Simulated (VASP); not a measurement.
Set up this calculation in VASP 6.6.1, as the native input.

- Task: single point
- Functional: PBE
- Potentials or basis: VASP PAW PBE potentials, release 64 (Na_pv, Al)
- Cutoff: 520 eV
- k mesh: 5 × 5 × 5
- Occupations: methfessel-paxton, width 0.1 eV
- Spin: no spin polarisation
- Dipole correction: no
- Further INCAR settings: ALGO = Normal; EDIFF = 1e-06; NBANDS = 20

The structure of Na3Al lies in POSCAR:

```
Na3Al
1.0
    0.0000000000      3.8330040000      3.8330040000
    3.8330040000      0.0000000000      3.8330040000
    3.8330040000      3.8330040000      0.0000000000
Na Al
3 1
Direct
    0.2500000000      0.2500000000      0.2500000000
    0.7500000000      0.7500000000      0.7500000000
    0.5000000000      0.5000000000      0.5000000000
    0.0000000000      0.0000000000      0.0000000000
```

One way to write it, as run:

INCAR

```
SYSTEM = Na3Al
ALGO = Normal ; EDIFF = 1E-6
ENCUT = 520 ; GGA = PE
ISIF = 2 ; ISMEAR = 1
LASPH = .True. ; LCHARG = .False.
LREAL = .False. ; LWAVE = .False.
NBANDS = 20 ; NELM = 100
PREC = Accurate ; SIGMA = 0.1
```

KPOINTS

```
k-points
0
Gamma
  5 5 5
  0 0 0
```

Potentials or basis: VASP PAW PBE potentials, release 64 (Na_pv, Al).

Run with:

```bash
$ cat potpaw_PBE.64/Na_pv/POTCAR potpaw_PBE.64/Al/POTCAR > POTCAR
$ mpirun -np 1 vasp_std > vasp.out
```

Results of the run:

```json
{"Pressure": "0.1 GPa", "Band gap on the k mesh": "zero (band 12 reaches 2.55 eV, above the bottom of band 13 at 1.01 eV)"}
```

It used 16 s of CPU time on 1 thread of AMD EPYC 7R13 Processor (Zen 3), on a shared host.
